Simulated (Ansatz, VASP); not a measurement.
## Two plane-wave programs on KZnF3

File INCAR:

```
SYSTEM = KZnF3
PREC = Accurate
ENCUT = 520
EDIFF = 1E-7
ISMEAR = 0
SIGMA = 0.05
LREAL = .FALSE.
LASPH = .TRUE.
NELM = 60
ALGO = Normal
ISIF = 2
LWAVE = .FALSE.
LCHARG = .FALSE.
GGA = PE
NBANDS = 29
```

File KPOINTS:

```
Automatic mesh
0
G
  6 6 6
  0 0 0
```

File POSCAR:

```
KZnF3
1.0
    4.2525000000      0.0000000000      0.0000000000
    0.0000000000      4.2525000000      0.0000000000
    0.0000000000      0.0000000000      4.2525000000
K Zn F
1 1 3
Direct
    0.0000000000      0.0000000000      0.0000000000
    0.5000000000      0.5000000000      0.5000000000
    0.5000000000      0.5000000000      0.0000000000
    0.0000000000      0.5000000000      0.5000000000
    0.5000000000      0.0000000000      0.5000000000
```

Input for Ansatz:

```yaml
crystal:
  lattice:
    - [4.2525, 0.0, 0.0]
    - [0.0, 4.2525, 0.0]
    - [0.0, 0.0, 4.2525]
  atoms:
    - { symbol: K, position: [0.0, 0.0, 0.0] }
    - { symbol: Zn, position: [0.5, 0.5, 0.5] }
    - { symbol: F, position: [0.5, 0.5, 0.0] }
    - { symbol: F, position: [0.0, 0.5, 0.5] }
    - { symbol: F, position: [0.5, 0.0, 0.5] }
basis:
  ecutwfc: 420
kpoints:
  mp_grid: { grid: [6, 6, 6] }
hamiltonian:
  xc: pbe
scf:
  occupations: { method: gaussian, width: 0.05 }
output:
  forces: true
  stress: true
  eigenvalues: true
```

Change from the starting cell: strain +0.050 along x and y, +0.050 along z, atoms carried along.

Alike in both runs: task single point; functional PBE; k mesh 6 × 6 × 6; occupations gaussian, width 0.05 eV; no spin polarisation.

|  | VASP | Ansatz |
| --- | --- | --- |
| version | VASP 6.6.1 | Ansatz 0.2.0 |
| potentials or method | VASP PAW PBE potentials, release 64 (K_sv, Zn, F), cutoff 520 eV | scalar-relativistic, plane waves, PAW |
| valence electrons in the cell | 42 | 42 |

Ansatz gave:

```
gap on the k mesh at the Fermi level (eV) : 3.48
least direct gap on the mesh (eV)         : 4.54
pressure (GPa)                            : -5.1
```

Q: Which values does VASP return?

A: gap on the k mesh at the Fermi level (eV): 3.43; least direct gap on the mesh (eV): 4.51; pressure (GPa): -5.0.
